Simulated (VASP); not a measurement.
Set up this calculation in VASP 6.6.1, as the native input.

```yaml
Task: single point
Functional: r2SCAN
Potentials_or_basis: VASP PAW PBE potentials, release 64 (Bi_d)
Cutoff: 520 eV
k_mesh: 9 × 9 × 9
Occupations: fermi-dirac, width 0.05 eV
Spin: no spin polarisation
Dipole_correction: no
Further_INCAR_settings: ALGO = Normal; EDIFF = 1e-06; NBANDS = 14
```

The system is Bi.

```xyz
1
Lattice="-1.9814 1.9814 1.9814 1.9814 -1.9814 1.9814 1.9814 1.9814 -1.9814" Properties=species:S:1:pos:R:3 pbc="T T T"
Bi    0.0000    0.0000    0.0000
```

One way to write it, as run:

POSCAR

```
Bi
1.0
   -1.9814305318      1.9814305318      1.9814305318
    1.9814305318     -1.9814305318      1.9814305318
    1.9814305318      1.9814305318     -1.9814305318
Bi
1
Direct
    0.0000000000      0.0000000000      0.0000000000
```

INCAR.step1

```
  ALGO = Normal
  EDIFF = 1E-4
  ENCUT = 520
  GGA = PE
  ISMEAR = -1
  LASPH = True
  LCHARG = False
  LREAL = False
  LWAVE = True
  NBANDS = 14
  NELM = 100
  PREC = Accurate
  SIGMA = 0.05
```

INCAR.step2

```
  ALGO = Normal
  EDIFF = 1E-6
  ENCUT = 520
  ISIF = 2
  ISMEAR = -1
  ISTART = 1
  LASPH = True
  LCHARG = False
  LMIXTAU = True
  LREAL = False
  LWAVE = False
  METAGGA = R2SCAN
  NBANDS = 14
  NELM = 100
  PREC = Accurate
  SIGMA = 0.05
```

KPOINTS

```
k-points
0
Gamma
  9 9 9
```

Potentials or basis: VASP PAW PBE potentials, release 64 (Bi_d).

Command:

```bash
$ cat potpaw_PBE.64/Bi_d/POTCAR > POTCAR
$ cp INCAR.step1 INCAR
$ mpirun -np 1 vasp_std > vasp.out
$ cp INCAR.step2 INCAR
$ mpirun -np 1 vasp_std > vasp.out
```

It gave:

```
Pressure : 0.0 GPa
```

Caveat: the PAW data sets were made with another functional, which shifts forces and pressure a little.

It took 32 s on 1 thread of Intel(R) Xeon(R) Platinum 8481C CPU @ 2.70GHz (Sapphire Rapids) (shared host), peak memory 0.16 GiB.
